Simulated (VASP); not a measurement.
# BaTe (Fm-3m) in VASP: notebook

The runs below take BaTe through single point, with PBE.

Program: VASP 6.6.1. These are calculated values, not measurements. Logs are shortened: lines on timing, memory, paths and dates and some standing lists are left out, and cuts for length are marked.

## 1. The cell of the first run

Symmetry: Fm-3m, No. 225, cubic system. Conventional cell: a = 7.065 Å, b = 7.065 Å, c = 7.065 Å, α = 90.00°, β = 90.00°, γ = 90.00°. Ba (site symmetry m-3m) has 6 Te at 3.53 Å within 4.6 Å. Within 4.6 Å of Te (site symmetry m-3m) lie 6 Ba at 3.53 Å.

## 2. Single point, PBE

The input, INCAR:

```
  ALGO = Normal
  EDIFF = 1E-7
  ENCUT = 520
  GGA = PE
  ISIF = 2
  ISMEAR = 0
  LASPH = True
  LCHARG = False
  LREAL = False
  LWAVE = False
  NBANDS = 15
  NELM = 80
  PREC = Accurate
  SIGMA = 0.02
```

The input, KPOINTS:

```
k-points
0
Gamma
  8 8 8
```

The input, POSCAR:

```
BaTe
1.0
    0.0000000000      3.5322559924      3.5322559924
    3.5322559924      0.0000000000      3.5322559924
    3.5322559924      3.5322559924      0.0000000000
Ba Te
1 1
Direct
    0.0000000000      0.0000000000      0.0000000000
    0.5000000000      0.5000000000      0.5000000000
```

Potentials or basis: VASP PAW PBE potentials, release 64 (Ba_sv, Te).

The run is started by

```
cat potpaw_PBE.64/Ba_sv/POTCAR potpaw_PBE.64/Te/POTCAR > POTCAR
mpirun -np 1 vasp_std > vasp.out
```

OUTCAR:

```text
EDIFF = 1E-7
   ENCUT = 520
   GGA = PE
   ISIF = 2
   ISMEAR = 0
   LASPH = True
   LREAL = False
   NELM = 80
   PREC = Accurate

 ion  position               nearest neighbor table
   1  0.000  0.000  0.000-   2 3.53   2 3.53   2 3.53   2 3.53   2 3.53   2 3.53
   2  0.500  0.500  0.500-   1 3.53   1 3.53   1 3.53   1 3.53   1 3.53   1 3.53

  LATTYP: Found a face centered cubic cell.
 ALAT       =     7.0645119848

  Lattice vectors:

 A1 = (   0.0000000000,   3.5322559924,   3.5322559924)
 A2 = (   3.5322559924,   0.0000000000,   3.5322559924)
 A3 = (   3.5322559924,   3.5322559924,   0.0000000000)

Analysis of symmetry for initial positions (statically):
=====================================================================
 Subroutine PRICEL returns:
 Original cell was already a primitive cell.

 Routine SETGRP: Setting up the symmetry group for a
 face centered cubic supercell.

 Subroutine GETGRP returns: Found 48 space group operations
 (whereof 48 operations were pure point group operations)
 out of a pool of 48 trial point group operations.

The static configuration has the point symmetry O_h .

Analysis of symmetry for dynamics (positions and initial velocities):
=====================================================================
 Subroutine PRICEL returns:
 Original cell was already a primitive cell.

 Routine SETGRP: Setting up the symmetry group for a
 face centered cubic supercell.

 Subroutine GETGRP returns: Found 48 space group operations
 (whereof 48 operations were pure point group operations)
 out of a pool of 48 trial point group operations.

The dynamic configuration has the point symmetry O_h .

 Subroutine INISYM returns: Found 48 space group operations
 (whereof 48 operations are pure point group operations),
 and found     1 'primitive' translations

----------------------------------------------------------------------------------------

                                     Primitive cell

  volume of cell :      88.1427

  direct lattice vectors                    reciprocal lattice vectors
     0.000000000  3.532255992  3.532255992    -0.141552594  0.141552594  0.141552594
     3.532255992  0.000000000  3.532255992     0.141552594 -0.141552594  0.141552594
     3.532255992  3.532255992  0.000000000     0.141552594  0.141552594 -0.141552594

  length of vectors
     4.995364330  4.995364330  4.995364330     0.245176286  0.245176286  0.245176286

  position of ions in fractional coordinates (direct lattice)
     0.000000000  0.000000000  0.000000000
     0.500000000  0.500000000  0.500000000

  ion indices of the primitive-cell ions
   primitive index   ion index
                 1           1
                 2           2

----------------------------------------------------------------------------------------

 KPOINTS: k-points

Automatic generation of k-mesh.
 Grid dimensions read from file:
 generate k-points for:    8    8    8

 Generating k-lattice:

  Cartesian coordinates                     Fractional coordinates (reciprocal lattice)
    -0.017694074  0.017694074  0.017694074     0.125000000  0.000000000  0.000000000
     0.017694074 -0.017694074  0.017694074     0.000000000  0.125000000  0.000000000
     0.017694074  0.017694074 -0.017694074     0.000000000  0.000000000  0.125000000

  Length of vectors
     0.030647036  0.030647036  0.030647036

  Shift w.r.t. Gamma in fractional coordinates (k-lattice)
     0.000000000  0.000000000  0.000000000

 Subroutine IBZKPT returns following result:
 ===========================================

 Found     29 irreducible k-points:

 Following reciprocal coordinates:
            Coordinates               Weight
  0.000000  0.000000  0.000000      1.000000
  0.125000  0.000000  0.000000      8.000000
  0.250000  0.000000  0.000000      8.000000
  0.375000  0.000000  0.000000      8.000000
  0.500000  0.000000  0.000000      4.000000
  0.125000  0.125000  0.000000      6.000000
[... 16 lines left out ...]
  0.500000  0.250000  0.125000     48.000000
 -0.375000  0.250000  0.125000     24.000000
 [... further k-points ...]
   k-points           NKPTS =     29   k-points in BZ     NKDIM =     29   number of bands    NBANDS=     15
   number of dos      NEDOS =    301   number of ions     NIONS =      2
   total plane-waves  NPLWV =  64000
   dimension x,y,z NGX =    40 NGY =   40 NGZ =   40
   dimension x,y,z NGXF=    80 NGYF=   80 NGZF=   80
   ions per type =               1   1
   NGX,Y,Z   is equivalent  to a cutoff of  13.31, 13.31, 13.31 a.u.
   NGXF,Y,Z  is equivalent  to a cutoff of  26.62, 26.62, 26.62 a.u.
 SYSTEM =  unknown system
   PREC   = accura    normal or accurate (medium, high low for compatibility)
   ISTART =      0    job   : 0-new  1-cont  2-samecut
   ICHARG =      2    charge: 1-file 2-atom 10-const
   ISPIN  =      1    spin polarized calculation?
   LNONCOLLINEAR =      F non collinear calculations
   LSORBIT =      F    spin-orbit coupling
[... 32 lines left out ...]
   LEPSILON=     F    determine dielectric tensor
   LRPA    =     F    only Hartree local field effects (RPA)
 non-spin polarized calculation
 Gauss-broadening in eV      SIGMA  =   0.02
  energy-cutoff  :      520.00
  volume of cell :       88.14
 maximum number of plane-waves:      2421
 NGX is ok and might be reduce to    40
   NGX = 19   NGY = 19   NGZ = 19

 number of electron      16.0000000 magnetization

 Free energy of the ion-electron system (eV)
  ---------------------------------------------------
  ext. energy  EPLUGINS =         0.00000000
  ---------------------------------------------------
  free energy    TOTEN  =        -8.62864317 eV

  energy without entropy =       -8.62864317  energy(sigma->0) =       -8.62864317

 E-fermi :   2.2475     XC(G=0):  -8.1363

 val. band max:        2.1058543862   @ k =   0.0000   0.0000   0.0000
 cond. band min:       3.6836917299   @ k =   0.5000   0.5000   0.0000
 fundamental gap:      1.5778373437
 Fermi energy:         2.2475072323

 k-point     1 :       0.0000    0.0000    0.0000
  band No.  band energies     occupation
      1     -24.9863      2.00000
      2     -10.1310      2.00000
      3     -10.1310      2.00000
      4     -10.1310      2.00000
      5      -7.3755      2.00000
      6       2.1059      2.00000
      7       2.1059      2.00000
      8       2.1059      2.00000
      9       4.9106      0.00000
     10       5.0478      0.00000
     11       5.0478      0.00000
     12       5.0478      0.00000
     13       5.6359      0.00000
     14       5.6359      0.00000
     15       9.0895      0.00000

 k-point     2 :       0.1250    0.0000    0.0000
  band No.  band energies     occupation
      1     -24.9846      2.00000
      2     -10.1928      2.00000
      3     -10.1326      2.00000
      4     -10.1326      2.00000
      5      -7.2742      2.00000
      6       1.6062      2.00000
      7       1.8839      2.00000
      8       1.8839      2.00000
      9       5.0433      0.00000
     10       5.2370      0.00000
     11       5.2370      0.00000
     12       5.5917      0.00000
     13       6.0619      0.00000
     14       6.0619      0.00000
     15       9.5623      0.00000

 k-point     3 :       0.2500    0.0000    0.0000
  band No.  band energies     occupation
      1     -24.9806      2.00000
      2     -10.3287      2.00000
      3     -10.1365      2.00000
      4     -10.1365      2.00000
      5      -7.0383      2.00000
      6       0.7826      2.00000
      7       1.4687      2.00000
      8       1.4687      2.00000
      9       5.2179      0.00000
     10       5.7396      0.00000
     11       5.7396      0.00000
     12       6.8042      0.00000
     13       7.1062      0.00000
     14       7.1062      0.00000
     15      10.2739      0.00000
[... 343 lines left out ...]
 k-point    23 :       0.5000    0.2500    0.1250
  band No.  band energies     occupation
      1     -24.9744      2.00000
      2     -10.3934      2.00000
      3     -10.1999      2.00000
      4     -10.1576      2.00000
      5      -6.8967      2.00000
      6       0.3847      2.00000
      7       1.1314      2.00000
      8       1.3368      2.00000
      9       5.1895      0.00000
     10       6.5551      0.00000
     11       6.8973      0.00000
     12       7.0395      0.00000
     13       7.6692      0.00000
     14       9.2144      0.00000
     15       9.4298      0.00000

 k-point    24 :      -0.3750    0.2500    0.1250
  band No.  band energies     occupation
      1     -24.9731      2.00000
      2     -10.4161      2.00000
      3     -10.2023      2.00000
      4     -10.1661      2.00000
      5      -6.8569      2.00000
      6       0.3421      2.00000
      7       1.1067      2.00000
      8       1.1426      2.00000
      9       5.7830      0.00000
     10       6.0470      0.00000
     11       7.2412      0.00000
     12       7.4761      0.00000
     13       7.9516      0.00000
     14       8.8058      0.00000
     15       9.9745      0.00000

 [... further k-points ...]

------------------------ aborting loop because EDIFF is reached ----------------------------------------

  FORCE on cell =-STRESS in cart. coord.  units (eV):
  Direction    XX          YY          ZZ          XY          YZ          ZX
  --------------------------------------------------------------------------------------
  -------------------------------------------------------------------------------------
  Total        0.1656923      0.1656923      0.1656923     -0.0000000     -0.0000000      0.0000000
  in kB        3.0118024      3.0118024      3.0118024     -0.0000000     -0.0000000      0.0000000
  external PRESSURE =       3.0118024 kB  Pullay stress =       0.0000000 kB

 VOLUME and BASIS-vectors are now :
 -----------------------------------------------------------------------------
  energy-cutoff  :      520.00
  volume of cell :       88.14
      direct lattice vectors                 reciprocal lattice vectors
     0.000000000  3.532255992  3.532255992    -0.141552594  0.141552594  0.141552594
     3.532255992  0.000000000  3.532255992     0.141552594 -0.141552594  0.141552594
     3.532255992  3.532255992  0.000000000     0.141552594  0.141552594 -0.141552594

 POSITION                                       TOTAL-FORCE (eV/Angst)
 -----------------------------------------------------------------------------------
      0.00000      0.00000      0.00000         0.000000     -0.000000     -0.000000
      3.53226      3.53226      3.53226         0.000000      0.000000      0.000000
 -----------------------------------------------------------------------------------
    total drift:                                0.000000     -0.000000     -0.000000

  FREE ENERGIE OF THE ION-ELECTRON SYSTEM (eV)
  ---------------------------------------------------
  free  energy   TOTEN  =        -8.6286431725 eV

  energy  without entropy=       -8.6286431725  energy(sigma->0) =       -8.62864317
```

Wall time 63 s (1 thread of Intel Xeon Platinum 8488C (Sapphire Rapids), shared host); peak memory 0.25 GiB.

What came out:

| Quantity | Value |
| --- | --- |
| Free energy | -8.6286 eV |
| Pressure | 0.3 GPa |
| Band gap on the k mesh | 1.58 eV (least direct gap 1.96 eV) |

Levels at points of the mesh, in eV from the valence-band top:
| k point | band 6 | band 7 | band 8 | band 9 | band 10 | band 11 |
| --- | --- | --- | --- | --- | --- | --- |
| (0.00, 0.00, 0.00) | 0.00 | 0.00 | 0.00 | 2.80 | 2.94 | 2.94 |
| (0.50, 0.00, 0.00) | -2.16 | -1.07 | -1.07 | 4.15 | 4.69 | 4.83 |
| (0.50, 0.50, 0.00) | -1.12 | -0.38 | -0.38 | 1.58 | 4.38 | 4.53 |

Caveat: spin-orbit coupling is left out, which moves the levels of the heavy elements.

## 3. Single point, PBE

The input, INCAR:

```
SYSTEM = BaTe
PREC     = Accurate       ! precision mode
ENCUT    = 520            ! plane-wave cutoff, eV
EDIFF    = 1E-6           ! SCF threshold, eV
ISMEAR   = 0              ! smearing method
SIGMA    = 0.02           ! smearing width, eV
LREAL    = .FALSE.        ! projectors in reciprocal space
LASPH    = .TRUE.         ! aspherical terms in the spheres
NELM     = 60             ! most SCF steps
ALGO     = Normal         ! electronic algorithm
ISIF     = 2              ! what is computed and relaxed
LWAVE    = .FALSE.        ! write WAVECAR
LCHARG   = .TRUE.         ! write CHGCAR
GGA      = PE             ! functional
LELF     = .TRUE.         ! ELF
LVHAR    = .TRUE.       
NBANDS   = 15             ! bands
```

The input, KPOINTS:

```
regular mesh
0
G
  8 8 8
  0 0 0
```

POSCAR is that of step 2.

Potentials or basis: VASP PAW PBE potentials, release 64 (Ba_sv, Te).

The run is started by

```
cat potpaw_PBE.64/Ba_sv/POTCAR potpaw_PBE.64/Te/POTCAR > POTCAR
mpirun -np 1 vasp_std > vasp.out
```

Run time: 55 s. Hardware: 1 thread of Intel Xeon Platinum 8488C (Sapphire Rapids), shared host; peak memory 0.25 GiB.

Results (log left out):

- Free energy: -8.6286 eV
- Pressure: 0.3 GPa
- Band gap on the k mesh: 1.58 eV (least direct gap 1.96 eV)

Levels at points of the mesh, in eV from the valence-band top:
```csv
k point,band 4,band 5,band 6,band 7,band 8,band 9,band 10,band 11,band 12,band 13
"(0.00, 0.00, 0.00)",-12.24,-9.48,0.00,0.00,0.00,2.80,2.94,2.94,2.94,3.53
"(0.50, 0.00, 0.00)",-12.25,-8.82,-2.16,-1.07,-1.07,4.15,4.69,4.83,4.83,6.89
"(0.50, 0.50, 0.00)",-12.31,-9.28,-1.12,-0.38,-0.38,1.58,4.38,4.53,5.47,5.65
```

Caveat: spin-orbit coupling is left out, which moves the levels of the heavy elements. A hybrid or GW would open this gap; PBE tends to underestimate it.

## 4. Single point, PBE

The input, INCAR:

```
PREC     = Accurate       # precision mode
ENCUT    = 520            # plane-wave cutoff, eV
EDIFF    = 1E-6           # SCF threshold, eV
ISMEAR   = 0              # smearing method
SIGMA    = 0.02           # smearing width, eV
LREAL    = False          # projectors in reciprocal space
LASPH    = True           # aspherical terms in the spheres
NELM     = 100            # most SCF steps
ALGO     = Normal         # electronic algorithm
ISIF     = 2              # what is computed and relaxed
LWAVE    = False          # write WAVECAR
LCHARG   = False          # write CHGCAR
GGA      = PE             # functional
NBANDS   = 15             # bands
```

The input, KPOINTS:

```
Automatic mesh
0
Gamma
  8 8 8
```

The input, POSCAR:

```
BaTe
1.0
    0.0000000000      3.5333383813      3.5333383813
    3.5333383813      0.0000000000      3.5333383813
    3.5333383813      3.5333383813      0.0000000000
Ba Te
1 1
Direct
    0.5000000000      0.5000000000      0.5000000000
    0.0000000000      0.0000000000      0.0000000000
```

The run is started by

```
cat potpaw_PBE.64/Ba_sv/POTCAR potpaw_PBE.64/Te/POTCAR > POTCAR
mpirun -np 1 vasp_std > vasp.out
```

Run time: 48 s. Hardware: 1 thread of Intel Xeon Platinum 8488C (Sapphire Rapids), shared host; peak memory 0.25 GiB.

It converged, with:

- Free energy: -8.6288 eV
- Pressure: 0.3 GPa
- Band gap on the k mesh: 1.58 eV (least direct gap 1.96 eV)

Levels at points of the mesh, in eV from the valence-band top:
| k point | band 6 | band 7 | band 8 | band 9 | band 10 | band 11 |
| --- | --- | --- | --- | --- | --- | --- |
| (0.00, 0.00, 0.00) | 0.00 | 0.00 | 0.00 | 2.80 | 2.94 | 2.94 |
| (0.50, 0.00, 0.00) | -2.16 | -1.07 | -1.07 | 4.15 | 4.69 | 4.83 |
| (0.50, 0.50, 0.00) | -1.12 | -0.38 | -0.38 | 1.58 | 4.38 | 4.52 |

Caveat: spin-orbit coupling is left out, which moves the levels of the heavy elements.

## 5. Single point, PBE (45.44 Å³/atom)

This run uses another cell than the first one, of 45.44 Å³/atom.

The input, INCAR:

```
SYSTEM = BaTe
PREC = Accurate
ENCUT = 520
EDIFF = 1E-7
ISMEAR = 0
SIGMA = 0.02
LREAL = .False.
LASPH = .True.
NELM = 60
ALGO = Normal
ISIF = 2
LWAVE = .False.
LCHARG = .False.
GGA = PE
NBANDS = 15
```

The input, KPOINTS:

```
Automatic mesh
0
Gamma
  8 8 8
  0 0 0
```

The input, POSCAR:

```
BaTe
1.0
    0.0000000000      3.5683242049      3.5683242049
    3.5683242049      0.0000000000      3.5683242049
    3.5683242049      3.5683242049      0.0000000000
Ba Te
1 1
Direct
    0.5000000000      0.5000000000      0.5000000000
    0.0000000000      0.0000000000      0.0000000000
```

The run is started by

```
cat potpaw_PBE.64/Ba_sv/POTCAR potpaw_PBE.64/Te/POTCAR > POTCAR
mpirun -np 1 vasp_std > vasp.out
```

Wall time 59 s (1 thread of Intel Xeon Platinum 8488C (Sapphire Rapids), shared host); peak memory 0.25 GiB.

The run converged. Its results:

```
Free energy            : -8.6264 eV
Pressure               : -0.5 GPa
Band gap on the k mesh : 1.64 eV (least direct gap 2.02 eV)
```

Levels at points of the mesh, in eV from the valence-band top:
| k point | band 5 | band 6 | band 7 | band 8 | band 9 | band 10 | band 11 | band 12 |
| --- | --- | --- | --- | --- | --- | --- | --- | --- |
| (0.00, 0.00, 0.00) | -9.42 | 0.00 | 0.00 | 0.00 | 2.69 | 2.95 | 2.95 | 2.95 |
| (0.50, 0.00, 0.00) | -8.83 | -2.08 | -1.02 | -1.02 | 4.11 | 4.61 | 4.76 | 4.76 |
| (0.50, 0.50, 0.00) | -9.23 | -1.11 | -0.38 | -0.38 | 1.64 | 4.33 | 4.40 | 5.33 |

Caveat: spin-orbit coupling is left out, which moves the levels of the heavy elements. A k mesh can miss the band edges.

## 6. Single point, PBE (46.76 Å³/atom)

This run uses another cell than the first one, of 46.76 Å³/atom.

The input, INCAR:

```
PREC = Accurate ; ENCUT = 520
EDIFF = 1E-6 ; ISMEAR = 0
SIGMA = 0.02 ; LREAL = False
LASPH = True ; NELM = 60
ALGO = Normal ; ISIF = 2
LWAVE = False ; LCHARG = False
GGA = PE ; NBANDS = 15
```

The input, KPOINTS:

```
regular mesh
0
Gamma
  8 8 8
```

The input, POSCAR:

```
BaTe
1.0
    0.0000000000      3.6026371195      3.6026371195
    3.6026371195      0.0000000000      3.6026371195
    3.6026371195      3.6026371195      0.0000000000
Ba Te
1 1
Direct
    0.5000000000      0.5000000000      0.5000000000
    0.0000000000      0.0000000000      0.0000000000
```

Potentials or basis: VASP PAW PBE potentials, release 64 (Ba_sv, Te).

The run is started by

```
cat potpaw_PBE.64/Ba_sv/POTCAR potpaw_PBE.64/Te/POTCAR > POTCAR
mpirun -np 1 vasp_std > vasp.out
```

Wall time 48 s (1 thread of Intel Xeon Platinum 8488C (Sapphire Rapids), shared host); peak memory 0.25 GiB.

It converged, with:

* Free energy: -8.6116 eV
* Pressure: -1.2 GPa
* Band gap on the k mesh: 1.69 eV (least direct gap 2.07 eV)

Levels at points of the mesh, in eV from the valence-band top:
| k point | band 6 | band 7 | band 8 | band 9 | band 10 | band 11 |
| --- | --- | --- | --- | --- | --- | --- |
| (0.00, 0.00, 0.00) | 0.00 | 0.00 | 0.00 | 2.59 | 2.96 | 2.96 |
| (0.50, 0.00, 0.00) | -2.01 | -0.97 | -0.97 | 4.07 | 4.54 | 4.69 |
| (0.50, 0.50, 0.00) | -1.09 | -0.38 | -0.38 | 1.69 | 4.28 | 4.28 |

Caveat: spin-orbit coupling is left out, which moves the levels of the heavy elements.

## 7. Summary

```csv
cell,gap on the mesh (eV),pressure (GPa)
"a = 4.995 Å, angles 60.0°, 2 atoms",1.58,0.3
"a = 4.997 Å, angles 60.0°, 2 atoms",1.58,0.3
"a = 5.046 Å, angles 60.0°, 2 atoms",1.64,-0.5
"a = 5.095 Å, angles 60.0°, 2 atoms",1.69,-1.2
```

Alike in all rows: task single point; level PBE; potentials or basis VASP PAW PBE potentials, release 64 (Ba_sv, Te); no spin polarisation; k mesh 8 × 8 × 8; cutoff (eV) 520; smearing gaussian 0.02 eV.

Caveats: spin-orbit coupling is left out, which moves the levels of the heavy elements.

Total energies depend on the potentials used, so only differences within one code and one set of settings carry meaning.
